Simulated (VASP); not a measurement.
# S (R-3m) in VASP: single point with PBE

Aim: the single point of S with PBE.

Program: VASP 6.6.1. These are calculated values, not measurements. Logs are shortened: lines on timing, memory, paths and dates and some standing lists are left out, and cuts for length are marked.

### Step 1. The cell of the first run

It takes space group R-3m (No. 166, trigonal). The conventional cell has a = 3.277 Å, b = 3.277 Å, c = 2.584 Å, α = 90.00°, β = 90.00°, γ = 120.00°. S (site symmetry -3m) has 14 S at 2.08 to 2.58 Å within 2.8 Å.

### Step 2. Single point, PBE

INCAR

```
SYSTEM = S
ALGO = Normal
EDIFF = 1E-7
ENCUT = 520
GGA = PE
ISIF = 2
ISMEAR = -1
LASPH = .TRUE.
LCHARG = .FALSE.
LREAL = .FALSE.
LWAVE = .FALSE.
NBANDS = 9
NELM = 100
PREC = Accurate
SIGMA = 0.05
```

KPOINTS

```
k-points
0
G
  10 10 10
  0 0 0
```

POSCAR

```
S
1.0
    1.6385000000      0.9459880000      0.8613330000
   -1.6385000000      0.9459880000      0.8613330000
    0.0000000000     -1.8919770000      0.8613330000
S
1
Direct
    0.0000000000      0.0000000000      0.0000000000
```

Potentials or basis: VASP PAW PBE potentials, release 64 (S).

The run is started by

```sh
$ cat potpaw_PBE.64/S/POTCAR > POTCAR
$ mpirun -np 1 vasp_std > vasp.out
```

OUTCAR:

```text
SYSTEM = S
   EDIFF = 1E-7
   ENCUT = 520
   GGA = PE
   ISIF = 2
   ISMEAR = -1
   LASPH = .TRUE.
   LREAL = .FALSE.
   NELM = 100
   PREC = Accurate

 ion  position               nearest neighbor table
   1  0.000  0.000  0.000-

  LATTYP: Found a trigonal (rhomboedric) cell.
 ALAT       =     2.0788149281
 COS(alpha) =    -0.2424852675

  Lattice vectors:

 A1 = (   1.6385000000,   0.9459880000,   0.8613330000)
 A2 = (  -1.6385000000,   0.9459880000,   0.8613330000)
 A3 = (   0.0000000000,  -1.8919770000,   0.8613330000)

Analysis of symmetry for initial positions (statically):
=====================================================================
 Subroutine PRICEL returns:
 Original cell was already a primitive cell.

 Routine SETGRP: Setting up the symmetry group for a
 trigonal (rhombohedral) supercell.

 Subroutine GETGRP returns: Found 12 space group operations
 (whereof 12 operations were pure point group operations)
 out of a pool of 12 trial point group operations.

The static configuration has the point symmetry D_3d.

Analysis of symmetry for dynamics (positions and initial velocities):
=====================================================================
 Subroutine PRICEL returns:
 Original cell was already a primitive cell.

 Routine SETGRP: Setting up the symmetry group for a
 trigonal (rhombohedral) supercell.

 Subroutine GETGRP returns: Found 12 space group operations
 (whereof 12 operations were pure point group operations)
 out of a pool of 12 trial point group operations.

The dynamic configuration has the point symmetry D_3d.

 Subroutine INISYM returns: Found 12 space group operations
 (whereof 12 operations are pure point group operations),
 and found     1 'primitive' translations

----------------------------------------------------------------------------------------

                                     Primitive cell

  volume of cell :       8.0104

  direct lattice vectors                    reciprocal lattice vectors
     1.638500000  0.945988000  0.861333000     0.305157156  0.176182582  0.386997122
    -1.638500000  0.945988000  0.861333000    -0.305157156  0.176182582  0.386997122
     0.000000000 -1.891977000  0.861333000     0.000000000 -0.352365163  0.386996917

  length of vectors
     2.078814586  2.078814586  2.078814928     0.523381280  0.523381280  0.523381144

  position of ions in fractional coordinates (direct lattice)
     0.000000000  0.000000000  0.000000000

  ion indices of the primitive-cell ions
   primitive index   ion index
                 1           1

----------------------------------------------------------------------------------------

 KPOINTS: k-points

Automatic generation of k-mesh.
 Grid dimensions read from file:
 generate k-points for:   10   10   10

 Generating k-lattice:

  Cartesian coordinates                     Fractional coordinates (reciprocal lattice)
     0.030515716  0.017618258  0.038699712     0.100000000  0.000000000  0.000000000
    -0.030515716  0.017618258  0.038699712     0.000000000  0.100000000  0.000000000
     0.000000000 -0.035236516  0.038699692     0.000000000  0.000000000  0.100000000

  Length of vectors
     0.052338128  0.052338128  0.052338114

  Shift w.r.t. Gamma in fractional coordinates (k-lattice)
     0.000000000  0.000000000  0.000000000

 Subroutine IBZKPT returns following result:
 ===========================================

 Found    116 irreducible k-points:

 Following reciprocal coordinates:
            Coordinates               Weight
  0.000000  0.000000  0.000000      1.000000
  0.100000  0.000000  0.000000      6.000000
  0.200000  0.000000  0.000000      6.000000
  0.300000  0.000000  0.000000      6.000000
  0.400000  0.000000  0.000000      6.000000
  0.500000  0.000000  0.000000      3.000000
[... 16 lines left out ...]
  0.300000  0.300000  0.000000      6.000000
  0.400000  0.300000  0.000000     12.000000
 [... further k-points ...]
   k-points           NKPTS =    116   k-points in BZ     NKDIM =    116   number of bands    NBANDS=      9
   number of dos      NEDOS =    301   number of ions     NIONS =      1
   total plane-waves  NPLWV =   4096
   dimension x,y,z NGX =    16 NGY =   16 NGZ =   16
   dimension x,y,z NGXF=    32 NGYF=   32 NGZF=   32
   ions per type =               1
   NGX,Y,Z   is equivalent  to a cutoff of  12.80, 12.80, 12.80 a.u.
   NGXF,Y,Z  is equivalent  to a cutoff of  25.59, 25.59, 25.59 a.u.
 SYSTEM =  S
   PREC   = accura    normal or accurate (medium, high low for compatibility)
   ISTART =      0    job   : 0-new  1-cont  2-samecut
   ICHARG =      2    charge: 1-file 2-atom 10-const
   ISPIN  =      1    spin polarized calculation?
   LNONCOLLINEAR =      F non collinear calculations
   LSORBIT =      F    spin-orbit coupling
   LASPH  =      T    aspherical Exc in radial PAW
   ENCUT  =  520.0 eV  38.22 Ry    6.18 a.u.   3.87  3.87  3.87*2*pi/ulx,y,z
   NELM   =    100;   NELMIN=  2; NELMDL= -5     # of ELM steps
   EDIFF  = 0.1E-06   stopping-criterion for ELM
   LREAL  =      F    real-space projection
   EDIFFG = 0.1E-05   stopping-criterion for IOM
   NSW    =      0    number of steps for IOM
   IBRION =     -1    ionic relax: 0-MD 1-quasi-New 2-CG
   NFREE  =      0    steps in history (QN), initial steepest desc. (CG)
   ISIF   =      2    stress and relaxation
   ISYM   =      2    0-nonsym 1-usesym 2-fastsym
   POTIM  = 0.5000    time-step for ionic-motion
   TEBEG  =    0.0;   TEEND  =   0.0 temperature during run
   PSTRESS=    0.0 pullay stress
   NELECT =       6.0000    total number of electrons
   NUPDOWN=      -1.0000    fix difference up-down
   EMIN   =  10.00;   EMAX   =-10.00  energy-range for DOS
[... 5 lines left out ...]
     AMIX     =   0.40;   BMIX     =  1.00
     AMIX_MAG =   1.60;   BMIX_MAG =  1.00
  volume/ion in A,a.u.               =       8.01        54.06
  Fermi-wavevector in a.u.,A,eV,Ry     =   1.486758  2.809566 30.075004  2.210450
  Thomas-Fermi vector in A             =   2.600004
   LORBIT       =      0    0 simple, 1 ext, 2 COOP (PROOUT), +10 PAW based schemes
   GGA     = PE    functional components
   LHFCALC =     F    Hartree Fock is set to
   AEXX    =    0.0000 exact exchange contribution
   IVDW    =     0    specifies the selected vdW correction
   LEPSILON=     F    determine dielectric tensor
   LRPA    =     F    only Hartree local field effects (RPA)
 non-spin polarized calculation
  energy-cutoff  :      520.00
  volume of cell :        8.01
 maximum number of plane-waves:       226
   NGX =  7   NGY =  7   NGZ =  7

 number of electron       5.9999998 magnetization

 Free energy of the ion-electron system (eV)
  ---------------------------------------------------
  ext. energy  EPLUGINS =         0.00000000
  ---------------------------------------------------
  free energy    TOTEN  =        -0.16069608 eV

  energy without entropy =       -0.15745387  energy(sigma->0) =       -0.15907497

 E-fermi :  21.1572     XC(G=0): -14.5478

 val. band max:       21.1536069574   @ k =  -0.4000   0.5000   0.3000
 cond. band min:      21.1884920342   @ k =   0.4000   0.3000   0.1000
 fundamental gap:      0.0348850768
 Fermi energy:        21.1571559179

 k-point     1 :       0.0000    0.0000    0.0000
  band No.  band energies     occupation
      1      -5.9121      2.00000
      2      25.9652      0.00000
      3      29.0960      0.00000
      4      29.0960      0.00000
      5      29.3904      0.00000
      6      29.3904      0.00000
      7      37.3332      0.00000
      8      43.6237      0.00000
      9      43.6237      0.00000

 k-point     2 :       0.1000    0.0000    0.0000
  band No.  band energies     occupation
      1      -5.5301      2.00000
      2      22.9238      0.00000
      3      26.5529      0.00000
      4      27.8063      0.00000
      5      30.7886      0.00000
      6      34.2522      0.00000
      7      37.5691      0.00000
      8      41.9795      0.00000
      9      42.6113      0.00000

 k-point     3 :       0.2000    0.0000    0.0000
  band No.  band energies     occupation
      1      -4.3890      2.00000
      2      17.4912      2.00000
      3      25.9184      0.00000
      4      26.8363      0.00000
      5      31.4961      0.00000
      6      36.4212      0.00000
      7      38.7872      0.00000
      8      40.6884      0.00000
      9      43.3877      0.00000

 k-point     4 :       0.3000    0.0000    0.0000
  band No.  band energies     occupation
      1      -2.5075      2.00000
      2      12.3407      2.00000
      3      25.4726      0.00000
      4      26.4398      0.00000
      5      30.5765      0.00000
      6      34.6061      0.00000
      7      41.8582      0.00000
      8      42.7949      0.00000
      9      45.7492      0.00000

 k-point     5 :       0.4000    0.0000    0.0000
  band No.  band energies     occupation
      1       0.0585      2.00000
      2       7.7677      2.00000
      3      25.2499      0.00000
      4      26.6410      0.00000
      5      29.0127      0.00000
      6      33.1993      0.00000
      7      44.3989      0.00000
      8      46.3893      0.00000
      9      48.5801      0.00000

 k-point     6 :       0.5000    0.0000    0.0000
  band No.  band energies     occupation
      1       2.4715      2.00000
      2       4.6796      2.00000
      3      25.1932      0.00000
      4      27.1461      0.00000
      5      27.9827      0.00000
      6      32.6848      0.00000
      7      46.0572      0.00000
      8      47.7176      0.00000
      9      52.6044      0.00000
[... 169 lines left out ...]
 k-point    21 :      -0.3000    0.2000    0.0000
  band No.  band energies     occupation
      1      -2.4199      2.00000
      2      16.4083      2.00000
      3      21.5329      0.00109
      4      28.0074      0.00000
      5      28.8536      0.00000
      6      34.1279      0.00000
      7      37.9679      0.00000
      8      38.9466      0.00000
      9      43.2319      0.00000

 k-point    22 :      -0.2000    0.2000    0.0000
  band No.  band energies     occupation
      1      -3.8289      2.00000
      2      20.4116      2.00000
      3      22.4546      0.00000
      4      28.8257      0.00000
      5      28.9410      0.00000
      6      34.3745      0.00000
      7      37.3749      0.00000
      8      38.6953      0.00000
      9      40.1004      0.00000

 k-point    23 :       0.3000    0.3000    0.0000
  band No.  band energies     occupation
      1       2.8617      2.00000
      2      10.1965      2.00000
      3      11.6843      2.00000
      4      25.0933      0.00000
      5      35.5654      0.00000
      6      38.7086      0.00000
      7      40.5459      0.00000
      8      46.6172      0.00000
      9      49.7208      0.00000

 k-point    24 :       0.4000    0.3000    0.0000
  band No.  band energies     occupation
      1       5.4191      2.00000
      2       7.4186      2.00000
      3      12.0538      2.00000
      4      25.8456      0.00000
      5      33.4042      0.00000
      6      37.0685      0.00000
      7      39.7344      0.00000
      8      44.8107      0.00000
      9      50.6325      0.00000

 [... further k-points ...]
[... 5 lines left out ...]
  --------------------------------------------------------------------------------------
  -------------------------------------------------------------------------------------
  Total       11.0156510     11.0156491     10.5756943      0.0000000     -0.0000041      0.0000000
  in kB     2203.2622238   2203.2618384   2115.2656049      0.0000000     -0.0008186      0.0000000
  external PRESSURE =    2173.9298891 kB  Pullay stress =       0.0000000 kB

 VOLUME and BASIS-vectors are now :
 -----------------------------------------------------------------------------
  energy-cutoff  :      520.00
  volume of cell :        8.01
      direct lattice vectors                 reciprocal lattice vectors
     1.638500000  0.945988000  0.861333000     0.305157156  0.176182582  0.386997122
    -1.638500000  0.945988000  0.861333000    -0.305157156  0.176182582  0.386997122
     0.000000000 -1.891977000  0.861333000     0.000000000 -0.352365163  0.386996917

 POSITION                                       TOTAL-FORCE (eV/Angst)
 -----------------------------------------------------------------------------------
      0.00000      0.00000      0.00000         0.000000      0.000000      0.000000
 -----------------------------------------------------------------------------------
    total drift:                                0.000000      0.000000     -0.000000

  FREE ENERGIE OF THE ION-ELECTRON SYSTEM (eV)
  ---------------------------------------------------
  free  energy   TOTEN  =        -0.1606960779 eV

  energy  without entropy=       -0.1574538709  energy(sigma->0) =       -0.15907497
```

Wall time 2.8 s (1 thread of Intel Xeon Platinum 8488C (Sapphire Rapids), shared host); peak memory 0.11 GiB.

Results:

```yaml
Free_energy: -0.1607 eV
Pressure: 217.4 GPa
Band_gap_on_the_k_mesh: zero (band 3 reaches 29.10 eV, above the bottom of band 4 at 13.99 eV)
```

Stress tensor (GPa, compression positive):
```
220.33   0.00   0.00
  0.00 220.33   0.00
  0.00   0.00 211.53
```
